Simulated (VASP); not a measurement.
# Ir (P6_3/mmc) in VASP: a series of runs

Ir is run at these levels: PBEsol; tasks: single point.

Program: VASP 6.6.1. These are calculated values, not measurements. Logs are shortened: lines on timing, memory, paths and dates and some standing lists are left out, and cuts for length are marked.

### 1 The cell of the first run

Symmetry: P6_3/mmc, No. 194, hexagonal system. The conventional cell has a = 2.714 Å, b = 2.714 Å, c = 4.402 Å, α = 90.00°, β = 90.00°, γ = 120.00°. Ir (site symmetry -6m2) has 12 Ir at 2.70 to 2.71 Å within 3.6 Å.

This isn't the form of Ir at room conditions, which is fcc.

### 2 Single point, PBEsol

Input file INCAR:

```
PREC     = Accurate       # precision mode
ENCUT    = 560            # plane-wave cutoff, eV
EDIFF    = 1E-6           # SCF threshold, eV
ISMEAR   = -1             # smearing method
SIGMA    = 0.1            # smearing width, eV
LREAL    = False          # projectors in reciprocal space
LASPH    = True           # aspherical terms in the spheres
NELM     = 120            # most SCF steps
ALGO     = Normal         # electronic algorithm
ISIF     = 2              # what is computed and relaxed
LWAVE    = False          # write WAVECAR
LCHARG   = False          # write CHGCAR
GGA      = PS             # functional
NBANDS   = 24             # bands
GGA_COMPAT= False
```

Input file KPOINTS:

```
Automatic mesh
0
Gamma
  12 12 7
```

Input file POSCAR:

```
Ir
1.0
    2.7141946308      0.0000000000      0.0000000000
   -1.3570973154      2.3505565929      0.0000000000
    0.0000000000      0.0000000000      4.4019813909
Ir
2
Direct
    0.6666666667      0.3333333333      0.7500000000
    0.3333333333      0.6666666667      0.2500000000
```

Potentials or basis: VASP PAW PBE potentials, release 64 (Ir_sv_GW).

Started as:

```console
$ cat potpaw_PBE.64/Ir_sv_GW/POTCAR > POTCAR
$ mpirun -np 1 vasp_std > vasp.out
```

OUTCAR:

```text
PREC = Accurate
   ENCUT = 560
   EDIFF = 1E-6
   ISMEAR = -1
   LREAL = False
   LASPH = True
   NELM = 120
   ISIF = 2
   GGA = PS

 ion  position               nearest neighbor table
   1  0.667  0.333  0.750-   2 2.70   2 2.70   2 2.70   2 2.70   2 2.70   2 2.70
   2  0.333  0.667  0.250-   1 2.70   1 2.70   1 2.70   1 2.70   1 2.70   1 2.70

  LATTYP: Found a hexagonal cell.
 ALAT       =     2.7141946308
 C/A-ratio  =     1.6218370418

  Lattice vectors:

 A1 = (   2.7141946308,   0.0000000000,   0.0000000000)
 A2 = (  -1.3570973154,   2.3505565929,   0.0000000000)
 A3 = (   0.0000000000,   0.0000000000,   4.4019813909)

Analysis of symmetry for initial positions (statically):
=====================================================================
 Subroutine PRICEL returns:
 Original cell was already a primitive cell.

 Routine SETGRP: Setting up the symmetry group for a
 hexagonal supercell.

 Subroutine GETGRP returns: Found 24 space group operations
 (whereof 12 operations were pure point group operations)
 out of a pool of 24 trial point group operations.

The static configuration has the point symmetry D_3d.
 The point group associated with its full space group is D_6h.

Analysis of symmetry for dynamics (positions and initial velocities):
=====================================================================
 Subroutine PRICEL returns:
 Original cell was already a primitive cell.

 Routine SETGRP: Setting up the symmetry group for a
 hexagonal supercell.

 Subroutine GETGRP returns: Found 24 space group operations
 (whereof 12 operations were pure point group operations)
 out of a pool of 24 trial point group operations.

The dynamic configuration has the point symmetry D_3d.
 The point group associated with its full space group is D_6h.

 Subroutine INISYM returns: Found 24 space group operations
 (whereof 12 operations are pure point group operations),
 and found     1 'primitive' translations

----------------------------------------------------------------------------------------

                                     Primitive cell

  volume of cell :      28.0841

  direct lattice vectors                    reciprocal lattice vectors
     2.714194631  0.000000000  0.000000000     0.368433416  0.212715576  0.000000000
    -1.357097315  2.350556593  0.000000000     0.000000000  0.425431152  0.000000000
     0.000000000  0.000000000  4.401981391     0.000000000  0.000000000  0.227170429

  length of vectors
     2.714194631  2.714190380  4.401981391     0.425430486  0.425431152  0.227170429

  position of ions in fractional coordinates (direct lattice)
     0.666666667  0.333333333  0.750000000
     0.333333333  0.666666667  0.250000000

  ion indices of the primitive-cell ions
   primitive index   ion index
                 1           1
                 2           2

----------------------------------------------------------------------------------------

 KPOINTS: Automatic mesh

Automatic generation of k-mesh.
 Grid dimensions read from file:
 generate k-points for:   12   12    7

 Generating k-lattice:

  Cartesian coordinates                     Fractional coordinates (reciprocal lattice)
     0.030702785  0.017726298  0.000000000     0.083333333  0.000000000  0.000000000
     0.000000000  0.035452596  0.000000000     0.000000000  0.083333333  0.000000000
     0.000000000  0.000000000  0.032452918     0.000000000  0.000000000  0.142857143

  Length of vectors
     0.035452541  0.035452596  0.032452918

  Shift w.r.t. Gamma in fractional coordinates (k-lattice)
     0.000000000  0.000000000  0.000000000

 Subroutine IBZKPT returns following result:
 ===========================================

 Found     76 irreducible k-points:

 Following reciprocal coordinates:
            Coordinates               Weight
  0.000000  0.000000  0.000000      1.000000
  0.083333 -0.000000  0.000000      6.000000
  0.166667 -0.000000  0.000000      6.000000
  0.250000 -0.000000  0.000000      6.000000
  0.333333 -0.000000  0.000000      6.000000
  0.416667 -0.000000  0.000000      6.000000
[... 16 lines left out ...]
  0.250000 -0.000000  0.142857     12.000000
  0.333333 -0.000000  0.142857     12.000000
 [... further k-points ...]
   k-points           NKPTS =     76   k-points in BZ     NKDIM =     76   number of bands    NBANDS=     24
   number of dos      NEDOS =    301   number of ions     NIONS =      2
   total plane-waves  NPLWV =  20736
   dimension x,y,z NGX =    24 NGY =   24 NGZ =   36
   dimension x,y,z NGXF=    48 NGYF=   48 NGZF=   72
   ions per type =               2
   NGX,Y,Z   is equivalent  to a cutoff of  14.70, 14.70, 13.60 a.u.
   NGXF,Y,Z  is equivalent  to a cutoff of  29.40, 29.40, 27.19 a.u.
 SYSTEM =  unknown system
   PREC   = accura    normal or accurate (medium, high low for compatibility)
   ISTART =      0    job   : 0-new  1-cont  2-samecut
   ICHARG =      2    charge: 1-file 2-atom 10-const
   ISPIN  =      1    spin polarized calculation?
   LNONCOLLINEAR =      F non collinear calculations
   LSORBIT =      F    spin-orbit coupling
   LASPH  =      T    aspherical Exc in radial PAW
   ENCUT  =  560.0 eV  41.16 Ry    6.42 a.u.   5.24  5.24  8.49*2*pi/ulx,y,z
   NELM   =    120;   NELMIN=  2; NELMDL= -5     # of ELM steps
   EDIFF  = 0.1E-05   stopping-criterion for ELM
   LREAL  =      F    real-space projection
   EDIFFG = 0.1E-04   stopping-criterion for IOM
   NSW    =      0    number of steps for IOM
   IBRION =     -1    ionic relax: 0-MD 1-quasi-New 2-CG
   NFREE  =      0    steps in history (QN), initial steepest desc. (CG)
   ISIF   =      2    stress and relaxation
   ISYM   =      2    0-nonsym 1-usesym 2-fastsym
   POTIM  = 0.5000    time-step for ionic-motion
   TEBEG  =    0.0;   TEEND  =   0.0 temperature during run
   PSTRESS=    0.0 pullay stress
   NELECT =      34.0000    total number of electrons
   NUPDOWN=      -1.0000    fix difference up-down
   EMIN   =  10.00;   EMAX   =-10.00  energy-range for DOS
   EFERMI =   0.00;   METHOD = LEGACY
   ISMEAR =    -1;   SIGMA  =   0.10  broadening in eV -4-tet -1-fermi 0-gaus
   EFERMI_NEDOS =   21; number of points for ismear=-14 and -15
   IALGO  =     38    algorithm
   IMIX   =      4    mixing-type and parameters
     AMIX     =   0.40;   BMIX     =  1.00
     AMIX_MAG =   1.60;   BMIX_MAG =  1.00
  volume/ion in A,a.u.               =      14.04        94.76
  Fermi-wavevector in a.u.,A,eV,Ry     =   1.744809  3.297210 41.421001  3.044358
  Thomas-Fermi vector in A             =   2.816617
   LORBIT       =      0    0 simple, 1 ext, 2 COOP (PROOUT), +10 PAW based schemes
   GGA     = PS    functional components
   LHFCALC =     F    Hartree Fock is set to
   AEXX    =    0.0000 exact exchange contribution
   IVDW    =     0    specifies the selected vdW correction
   LEPSILON=     F    determine dielectric tensor
   LRPA    =     F    only Hartree local field effects (RPA)
 non-spin polarized calculation
  energy-cutoff  :      560.00
  volume of cell :       28.08
 maximum number of plane-waves:       864
 NGX is ok and might be reduce to    24
   NGX = 11   NGY = 11   NGZ = 17

 number of electron      33.9999998 magnetization

 Free energy of the ion-electron system (eV)
  ---------------------------------------------------
  ext. energy  EPLUGINS =         0.00000000
  ---------------------------------------------------
  free energy    TOTEN  =       -20.68715159 eV

  energy without entropy =      -20.61752674  energy(sigma->0) =      -20.65233916

 E-fermi :  13.0138     XC(G=0): -14.7532

 val. band max:       13.0098450689   @ k =   0.2500   0.2500   0.1429
 cond. band min:      13.0410328925   @ k =   0.3333   0.0833   0.0000
 fundamental gap:      0.0311878236
 Fermi energy:        13.0138456428

 k-point     1 :       0.0000    0.0000    0.0000
  band No.  band energies     occupation
      1     -80.1472      2.00000
      2     -80.0780      2.00000
      3     -37.3545      2.00000
      4     -36.6397      2.00000
      5     -36.6397      2.00000
      6     -36.5304      2.00000
[... 16 lines left out ...]
     23      28.6268      0.00000
     24      29.7650      0.00000

 k-point     2 :       0.0833   -0.0000    0.0000
  band No.  band energies     occupation
      1     -80.1433      2.00000
      2     -80.0758      2.00000
      3     -37.3369      2.00000
      4     -36.6802      2.00000
      5     -36.6526      2.00000
      6     -36.5629      2.00000
[... 16 lines left out ...]
     23      28.9845      0.00000
     24      30.2254      0.00000

 k-point     3 :       0.1667   -0.0000    0.0000
  band No.  band energies     occupation
      1     -80.1325      2.00000
      2     -80.0712      2.00000
      3     -37.2868      2.00000
      4     -36.7915      2.00000
      5     -36.6881      2.00000
      6     -36.6771      2.00000
[... 16 lines left out ...]
     23      29.5480      0.00000
     24      30.5114      0.00000

 k-point     4 :       0.2500   -0.0000    0.0000
  band No.  band energies     occupation
      1     -80.1167      2.00000
      2     -80.0647      2.00000
      3     -37.2110      2.00000
      4     -36.9426      2.00000
      5     -36.8284      2.00000
      6     -36.7343      2.00000
[... 16 lines left out ...]
     23      28.4080      0.00000
     24      28.8613      0.00000

 k-point     5 :       0.3333   -0.0000    0.0000
  band No.  band energies     occupation
      1     -80.1003      2.00000
      2     -80.0597      2.00000
      3     -37.1220      2.00000
      4     -37.0942      2.00000
      5     -36.9756      2.00000
      6     -36.7797      2.00000
[... 451 lines left out ...]
 k-point    22 :       0.1667   -0.0000    0.1429
  band No.  band energies     occupation
      1     -80.1294      2.00000
      2     -80.0742      2.00000
      3     -37.2570      2.00000
      4     -36.7813      2.00000
      5     -36.7061      2.00000
      6     -36.6811      2.00000
[... 16 lines left out ...]
     23      29.3089      0.00000
     24      30.1689      0.00000

 k-point    23 :       0.2500   -0.0000    0.1429
  band No.  band energies     occupation
      1     -80.1143      2.00000
      2     -80.0674      2.00000
      3     -37.1994      2.00000
      4     -36.9224      2.00000
      5     -36.8529      2.00000
      6     -36.7266      2.00000
[... 16 lines left out ...]
     23      28.5369      0.00000
     24      29.1794      0.00000

 k-point    24 :       0.3333   -0.0000    0.1429
  band No.  band energies     occupation
      1     -80.0982      2.00000
      2     -80.0621      2.00000
      3     -37.1757      2.00000
      4     -37.0307      2.00000
      5     -36.9842      2.00000
      6     -36.7711      2.00000
[... 16 lines left out ...]
     23      27.1689      0.00000
     24      27.3966      0.00000

 [... further k-points ...]

------------------------ aborting loop because EDIFF is reached ----------------------------------------

  FORCE on cell =-STRESS in cart. coord.  units (eV):
  Direction    XX          YY          ZZ          XY          YZ          ZX
  --------------------------------------------------------------------------------------
  -------------------------------------------------------------------------------------
  Total        0.0043850      0.0043850      0.1534245      0.0000000      0.0000000      0.0000000
  in kB        0.2501625      0.2501615      8.7527680      0.0000000      0.0000000      0.0000000
  external PRESSURE =       3.0843640 kB  Pullay stress =       0.0000000 kB

 VOLUME and BASIS-vectors are now :
 -----------------------------------------------------------------------------
  energy-cutoff  :      560.00
  volume of cell :       28.08
      direct lattice vectors                 reciprocal lattice vectors
     2.714194631  0.000000000  0.000000000     0.368433416  0.212715576  0.000000000
    -1.357097315  2.350556593  0.000000000     0.000000000  0.425431152  0.000000000
     0.000000000  0.000000000  4.401981391     0.000000000  0.000000000  0.227170429

 POSITION                                       TOTAL-FORCE (eV/Angst)
 -----------------------------------------------------------------------------------
      1.35710      0.78352      3.30149        -0.000000     -0.000000      0.000000
     -0.00000      1.56704      1.10050         0.000000      0.000000      0.000000
 -----------------------------------------------------------------------------------
    total drift:                                0.000000     -0.000000      0.000000

  FREE ENERGIE OF THE ION-ELECTRON SYSTEM (eV)
  ---------------------------------------------------
  free  energy   TOTEN  =       -20.6871515898 eV

  energy  without entropy=      -20.6175267362  energy(sigma->0) =      -20.65233916
```

Run time: 25 s. Hardware: 1 thread of Intel Xeon Platinum 8559C (Emerald Rapids), shared host; peak memory 0.18 GiB.

What came out:

```
Free energy            : -20.6872 eV
Pressure               : 0.3 GPa
Band gap on the k mesh : zero (bands 17 and 18 overlap by 3.41 eV)
```

Stress tensor (GPa, compression positive):
```
0.03 0.00 0.00
0.00 0.03 0.00
0.00 0.00 0.88
```

Caveat: the PAW data sets were made with another functional, which shifts forces and pressure a little; spin-orbit coupling is left out, which moves the levels of the heavy elements.

[end of part 1 of 2]

The gap in the log of VASP goes by the Fermi energy; the results here count the filled bands.